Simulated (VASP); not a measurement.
# Pd (I4/mmm) in VASP: a series of runs

Pd is run at these levels: PBEsol; tasks: single point.

All numbers are computed with VASP 6.6.1; they aren't measurements. Logs are shortened: lines on timing, memory, paths and dates and some standing lists are left out, and cuts for length are marked.

## (1) The cell of the first run

Symmetry: I4/mmm, No. 139, tetragonal system. The conventional cell has a = 2.888 Å, b = 2.888 Å, c = 3.793 Å, α = 90.00°, β = 90.00°, γ = 90.00°. Within 3.7 Å of Pd (site symmetry 4/mmm) lie 12 Pd at 2.79 to 2.89 Å.

## (2) Single point, PBEsol (strain +0.050 along x and y, -0.025 along z)

The input, INCAR:

```
  PREC = Accurate
  ENCUT = 520
  EDIFF = 1E-7
  ISMEAR = 0
  SIGMA = 0.15
  LREAL = F
  LASPH = T
  NELM = 100
  ALGO = Normal
  ISIF = 2
  LWAVE = F
  LCHARG = F
  GGA = PS
  NBANDS = 11
```

The input, KPOINTS:

```
Automatic mesh
0
Gamma
  20 20 20
```

The input, POSCAR:

```
Pd
1.0
    0.0000000000      2.0421450000      1.8962775000
    2.0421450000      0.0000000000      1.8962775000
    2.0421450000      2.0421450000      0.0000000000
Pd
1
Direct
    0.0000000000      0.0000000000      0.0000000000
```

Potentials or basis: VASP PAW PBE potentials, release 64 (Pd).

Command:

```bash
> cat potpaw_PBE.64/Pd/POTCAR > POTCAR
> mpirun -np 1 vasp_std > vasp.out
```

OUTCAR:

```text
PREC = Accurate
   ENCUT = 520
   EDIFF = 1E-7
   ISMEAR = 0
   LREAL = F
   LASPH = T
   NELM = 100
   ISIF = 2
   GGA = PS

 ion  position               nearest neighbor table
   1  0.000  0.000  0.000-

  LATTYP: Found a body centered tetragonal cell.
 ALAT       =     2.8880291553
 C/A-ratio  =     1.3131983079

  Lattice vectors:

 A1 = (   0.0000000000,  -2.0421450000,  -1.8962775000)
 A2 = (   0.0000000000,   2.0421450000,  -1.8962775000)
 A3 = (   2.0421450000,   0.0000000000,   1.8962775000)

Analysis of symmetry for initial positions (statically):
=====================================================================
 Subroutine PRICEL returns:
 Original cell was already a primitive cell.

 Routine SETGRP: Setting up the symmetry group for a
 body centered tetragonal supercell.

 Subroutine GETGRP returns: Found 16 space group operations
 (whereof 16 operations were pure point group operations)
 out of a pool of 16 trial point group operations.

The static configuration has the point symmetry D_4h.

Analysis of symmetry for dynamics (positions and initial velocities):
=====================================================================
 Subroutine PRICEL returns:
 Original cell was already a primitive cell.

 Routine SETGRP: Setting up the symmetry group for a
 body centered tetragonal supercell.

 Subroutine GETGRP returns: Found 16 space group operations
 (whereof 16 operations were pure point group operations)
 out of a pool of 16 trial point group operations.

The dynamic configuration has the point symmetry D_4h.

 Subroutine INISYM returns: Found 16 space group operations
 (whereof 16 operations are pure point group operations),
 and found     1 'primitive' translations

----------------------------------------------------------------------------------------

                                     Primitive cell

  volume of cell :      15.8163

  direct lattice vectors                    reciprocal lattice vectors
     0.000000000  2.042145000  1.896277500    -0.244840597  0.244840597  0.263674489
     2.042145000  0.000000000  1.896277500     0.244840597 -0.244840597  0.263674489
     2.042145000  2.042145000  0.000000000     0.244840597  0.244840597 -0.263674489

  length of vectors
     2.786794675  2.786794675  2.888029155     0.435221865  0.435221865  0.435221865

  position of ions in fractional coordinates (direct lattice)
     0.000000000  0.000000000  0.000000000

  ion indices of the primitive-cell ions
   primitive index   ion index
                 1           1

----------------------------------------------------------------------------------------

 KPOINTS: Automatic mesh

Automatic generation of k-mesh.
 Grid dimensions read from file:
 generate k-points for:   20   20   20

 Generating k-lattice:

  Cartesian coordinates                     Fractional coordinates (reciprocal lattice)
    -0.012242030  0.012242030  0.013183724     0.050000000  0.000000000  0.000000000
     0.012242030 -0.012242030  0.013183724     0.000000000  0.050000000  0.000000000
     0.012242030  0.012242030 -0.013183724     0.000000000  0.000000000  0.050000000

  Length of vectors
     0.021761093  0.021761093  0.021761093

  Shift w.r.t. Gamma in fractional coordinates (k-lattice)
     0.000000000  0.000000000  0.000000000

 Subroutine IBZKPT returns following result:
 ===========================================

 Found    641 irreducible k-points:

 Following reciprocal coordinates:
            Coordinates               Weight
  0.000000  0.000000  0.000000      1.000000
  0.050000  0.000000  0.000000      8.000000
  0.100000  0.000000  0.000000      8.000000
  0.150000  0.000000  0.000000      8.000000
  0.200000  0.000000  0.000000      8.000000
  0.250000  0.000000  0.000000      8.000000
[... 16 lines left out ...]
 -0.400000  0.050000  0.000000      8.000000
 -0.350000  0.050000  0.000000      8.000000
 [... further k-points ...]
   k-points           NKPTS =    641   k-points in BZ     NKDIM =    641   number of bands    NBANDS=     11
   number of dos      NEDOS =    301   number of ions     NIONS =      1
   total plane-waves  NPLWV =  13824
   dimension x,y,z NGX =    24 NGY =   24 NGZ =   24
   dimension x,y,z NGXF=    48 NGYF=   48 NGZF=   48
   ions per type =               1
   NGX,Y,Z   is equivalent  to a cutoff of  14.32, 14.32, 13.82 a.u.
   NGXF,Y,Z  is equivalent  to a cutoff of  28.63, 28.63, 27.63 a.u.
 SYSTEM =  unknown system
   PREC   = accura    normal or accurate (medium, high low for compatibility)
   ISTART =      0    job   : 0-new  1-cont  2-samecut
   ICHARG =      2    charge: 1-file 2-atom 10-const
   ISPIN  =      1    spin polarized calculation?
   LNONCOLLINEAR =      F non collinear calculations
   LSORBIT =      F    spin-orbit coupling
   LASPH  =      T    aspherical Exc in radial PAW
   ENCUT  =  520.0 eV  38.22 Ry    6.18 a.u.   5.18  5.18  5.37*2*pi/ulx,y,z
   NELM   =    100;   NELMIN=  2; NELMDL= -5     # of ELM steps
   EDIFF  = 0.1E-06   stopping-criterion for ELM
   LREAL  =      F    real-space projection
   EDIFFG = 0.1E-05   stopping-criterion for IOM
   NSW    =      0    number of steps for IOM
   IBRION =     -1    ionic relax: 0-MD 1-quasi-New 2-CG
   NFREE  =      0    steps in history (QN), initial steepest desc. (CG)
   ISIF   =      2    stress and relaxation
   ISYM   =      2    0-nonsym 1-usesym 2-fastsym
   POTIM  = 0.5000    time-step for ionic-motion
   TEBEG  =    0.0;   TEEND  =   0.0 temperature during run
   PSTRESS=    0.0 pullay stress
   NELECT =      10.0000    total number of electrons
   NUPDOWN=      -1.0000    fix difference up-down
   EMIN   =  10.00;   EMAX   =-10.00  energy-range for DOS
   EFERMI =   0.00;   METHOD = LEGACY
   ISMEAR =     0;   SIGMA  =   0.15  broadening in eV -4-tet -1-fermi 0-gaus
   EFERMI_NEDOS =   21; number of points for ismear=-14 and -15
   IALGO  =     38    algorithm
   IMIX   =      4    mixing-type and parameters
     AMIX     =   0.40;   BMIX     =  1.00
     AMIX_MAG =   1.60;   BMIX_MAG =  1.00
  volume/ion in A,a.u.               =      15.82       106.73
  Fermi-wavevector in a.u.,A,eV,Ry     =   1.405098  2.655249 26.861971  1.974299
  Thomas-Fermi vector in A             =   2.527593
   LORBIT       =      0    0 simple, 1 ext, 2 COOP (PROOUT), +10 PAW based schemes
   GGA     = PS    functional components
   LHFCALC =     F    Hartree Fock is set to
   AEXX    =    0.0000 exact exchange contribution
   IVDW    =     0    specifies the selected vdW correction
   LEPSILON=     F    determine dielectric tensor
   LRPA    =     F    only Hartree local field effects (RPA)
 non-spin polarized calculation
 Gauss-broadening in eV      SIGMA  =   0.15
  energy-cutoff  :      520.00
  volume of cell :       15.82
 maximum number of plane-waves:       441
 NGX is ok and might be reduce to    24
   NGX = 11   NGY = 11   NGZ = 11

 number of electron      10.0000002 magnetization

 Free energy of the ion-electron system (eV)
  ---------------------------------------------------
  ext. energy  EPLUGINS =         0.00000000
  ---------------------------------------------------
  free energy    TOTEN  =        -5.90735579 eV

  energy without entropy =       -5.87931809  energy(sigma->0) =       -5.89333694

 E-fermi :   8.4769     XC(G=0): -12.9505

 val. band max:        8.4749020057   @ k =  -0.2500   0.3000   0.2500
 cond. band min:       8.4771748076   @ k =  -0.2000   0.3000   0.2500
 fundamental gap:      0.0022728019
 Fermi energy:         8.4769316124

 k-point     1 :       0.0000    0.0000    0.0000
  band No.  band energies     occupation
      1       1.7777      2.00000
      2       5.7534      2.00000
      3       5.7534      2.00000
      4       6.3525      2.00000
      5       7.0555      2.00000
      6       7.6648      2.00000
      7      25.6469      0.00000
      8      29.4191      0.00000
      9      29.4191      0.00000
     10      31.0093      0.00000
     11      34.6629      0.00000

 k-point     2 :       0.0500    0.0000    0.0000
  band No.  band energies     occupation
      1       1.8638      2.00000
      2       5.7491      2.00000
      3       5.7821      2.00000
      4       6.3550      2.00000
      5       7.0490      2.00000
      6       7.6456      2.00000
      7      25.7234      0.00000
      8      29.0472      0.00000
      9      29.5086      0.00000
     10      30.8076      0.00000
     11      34.8661      0.00000

 k-point     3 :       0.1000    0.0000    0.0000
  band No.  band energies     occupation
      1       2.1152      2.00000
      2       5.7286      2.00000
      3       5.8559      2.00000
      4       6.3751      2.00000
      5       7.0424      2.00000
      6       7.5964      2.00000
      7      25.8798      0.00000
      8      27.9375      0.00000
      9      29.7646      0.00000
     10      30.8069      0.00000
     11      34.9200      0.00000

 k-point     4 :       0.1500    0.0000    0.0000
  band No.  band energies     occupation
      1       2.5069      2.00000
      2       5.6937      2.00000
      3       5.9362      2.00000
      4       6.4247      2.00000
      5       7.0754      2.00000
      6       7.5437      2.00000
      7      25.6080      0.00000
      8      26.8813      0.00000
      9      30.1458      0.00000
     10      31.0696      0.00000
     11      33.8784      0.00000

 k-point     5 :       0.2000    0.0000    0.0000
  band No.  band energies     occupation
      1       2.9803      2.00000
      2       5.7035      2.00000
      3       5.9691      2.00000
      4       6.4770      2.00000
      5       7.2009      2.00000
      6       7.5320      2.00000
      7      24.1785      0.00000
      8      26.6652      0.00000
      9      30.5579      0.00000
     10      31.3782      0.00000
     11      33.2709      0.00000
[... 211 lines left out ...]
 k-point    21 :       0.5000    0.0500    0.0000
  band No.  band energies     occupation
      1       3.7283      2.00000
      2       5.6574      2.00000
      3       6.1610      2.00000
      4       7.9312      2.00000
      5       8.6021      0.23812
      6       9.9832      0.00000
      7      15.2844      0.00000
      8      24.8200      0.00000
      9      27.7520      0.00000
     10      29.4509      0.00000
     11      34.0895      0.00000

 k-point    22 :      -0.4500    0.0500    0.0000
  band No.  band energies     occupation
      1       3.7357      2.00000
      2       5.6617      2.00000
      3       6.1630      2.00000
      4       7.9580      2.00000
      5       8.5158      0.71426
      6       9.7880      0.00000
      7      15.5533      0.00000
      8      24.8728      0.00000
      9      28.0580      0.00000
     10      29.1967      0.00000
     11      34.0386      0.00000

 k-point    23 :      -0.4000    0.0500    0.0000
  band No.  band energies     occupation
      1       3.7680      2.00000
      2       5.7033      2.00000
      3       6.2034      2.00000
      4       7.7558      2.00000
      5       8.3059      1.89318
      6       9.0851      0.00000
      7      16.7230      0.00000
      8      25.0962      0.00000
      9      28.7027      0.00000
     10      29.1741      0.00000
     11      33.8274      0.00000

 k-point    24 :      -0.3500    0.0500    0.0000
  band No.  band energies     occupation
      1       3.7989      2.00000
      2       5.7773      2.00000
      3       6.2760      2.00000
      4       7.2026      2.00000
      5       8.0069      1.99999
      6       8.4891      0.90838
      7      18.3255      0.00000
      8      25.4712      0.00000
      9      29.3355      0.00000
     10      29.6571      0.00000
     11      33.4482      0.00000

 [... further k-points ...]
[... 5 lines left out ...]
  --------------------------------------------------------------------------------------
  -------------------------------------------------------------------------------------
  Total       -1.4058442     -1.4058442     -1.1892316      0.0000000      0.0000000     -0.0000000
  in kB     -142.4107346   -142.4107346   -120.4680814      0.0000000      0.0000000     -0.0000000
  external PRESSURE =    -135.0965169 kB  Pullay stress =       0.0000000 kB

 VOLUME and BASIS-vectors are now :
 -----------------------------------------------------------------------------
  energy-cutoff  :      520.00
  volume of cell :       15.82
      direct lattice vectors                 reciprocal lattice vectors
     0.000000000  2.042145000  1.896277500    -0.244840597  0.244840597  0.263674489
     2.042145000  0.000000000  1.896277500     0.244840597 -0.244840597  0.263674489
     2.042145000  2.042145000  0.000000000     0.244840597  0.244840597 -0.263674489

 POSITION                                       TOTAL-FORCE (eV/Angst)
 -----------------------------------------------------------------------------------
      0.00000      0.00000      0.00000         0.000000      0.000000      0.000000
 -----------------------------------------------------------------------------------
    total drift:                               -0.000000      0.000000     -0.000000

  FREE ENERGIE OF THE ION-ELECTRON SYSTEM (eV)
  ---------------------------------------------------
  free  energy   TOTEN  =        -5.9073557943 eV

  energy  without entropy=       -5.8793180863  energy(sigma->0) =       -5.89333694
```

It took 53 s on 1 thread of Intel Xeon Platinum 8375C at 2.90GHz (Ice Lake), shared host; peak memory 0.23 GiB.

What came out:

* Free energy: -5.9074 eV
* Pressure: -13.5 GPa
* Band gap on the k mesh: zero (band 5 reaches 8.90 eV, above the bottom of band 6 at 7.32 eV)

Stress tensor (GPa, compression positive):
```
-14.24   0.00   0.00
  0.00 -14.24   0.00
  0.00   0.00 -12.05
```

Levels at points of the mesh, in eV from the Fermi level:
```tsv
k point	band 3	band 4	band 5	band 6	band 7	band 8
(0.00, 0.00, 0.00)	-2.72	-2.12	-1.42	-0.81	17.17	20.94
(0.50, 0.00, 0.00)	-2.26	-0.16	0.13	1.10	6.76	16.25
(0.50, 0.50, 0.00)	-0.04	0.27	0.27	4.25	11.33	11.86
(0.50, 0.00, 0.50)	-0.07	0.04	0.43	2.83	9.39	13.07
```

Caveat: the cell differs from its parent crystal (strain +0.050 along x and y, -0.025 along z); the PAW data sets were made with another functional, which shifts forces and pressure a little.

## (3) Single point, PBEsol (strain +0.050 along x and y, +0.000 along z)

The input, INCAR:

```
SYSTEM = Pd
PREC     = Accurate       ! precision mode
ENCUT    = 520            ! plane-wave cutoff, eV
EDIFF    = 1E-6           ! SCF threshold, eV
ISMEAR   = 0              ! smearing method
SIGMA    = 0.15           ! smearing width, eV
LREAL    = .FALSE.        ! projectors in reciprocal space
LASPH    = .TRUE.         ! aspherical terms in the spheres
NELM     = 80             ! most SCF steps
ALGO     = Normal         ! electronic algorithm
ISIF     = 2              ! what is computed and relaxed
LWAVE    = .FALSE.        ! write WAVECAR
LCHARG   = .FALSE.        ! write CHGCAR
GGA      = PS             ! functional
NBANDS   = 11             ! bands
```

The input, KPOINTS:

```
Automatic mesh
0
G
  20 20 20
  0 0 0
```

The input, POSCAR:

```
Pd
1.0
    0.0000000000      2.0421450000      1.9449000000
    2.0421450000      0.0000000000      1.9449000000
    2.0421450000      2.0421450000      0.0000000000
Pd
1
Direct
    0.0000000000      0.0000000000      0.0000000000
```

Potentials or basis: VASP PAW PBE potentials, release 64 (Pd).

Command:

```bash
> cat potpaw_PBE.64/Pd/POTCAR > POTCAR
> mpirun -np 1 vasp_std > vasp.out
```

Run time: 48 s. Hardware: 1 thread of Intel Xeon Platinum 8375C at 2.90GHz (Ice Lake), shared host; peak memory 0.23 GiB.

It converged, with:

| Property | Result |
| --- | --- |
| Free energy | -5.8726 eV |
| Pressure | -16.5 GPa |
| Band gap on the k mesh | zero (band 5 reaches 8.44 eV, above the bottom of band 6 at 7.00 eV) |

Stress tensor (GPa, compression positive):
```
-16.99   0.00   0.00
  0.00 -16.99   0.00
  0.00   0.00 -15.52
```

Levels at points of the mesh, in eV from the Fermi level:
| k point | band 3 | band 4 | band 5 | band 6 | band 7 | band 8 |
| --- | --- | --- | --- | --- | --- | --- |
| (0.00, 0.00, 0.00) | -2.57 | -2.18 | -1.26 | -0.87 | 17.08 | 20.96 |
| (0.50, 0.00, 0.00) | -2.28 | -0.12 | 0.06 | 1.14 | 6.56 | 16.29 |
| (0.50, 0.50, 0.00) | -0.05 | 0.25 | 0.25 | 3.89 | 10.61 | 12.02 |
| (0.50, 0.00, 0.50) | -0.06 | 0.10 | 0.35 | 2.99 | 9.36 | 12.82 |

Caveat: the cell differs from its parent crystal (strain +0.050 along x and y, +0.000 along z); the PAW data sets were made with another functional, which shifts forces and pressure a little.
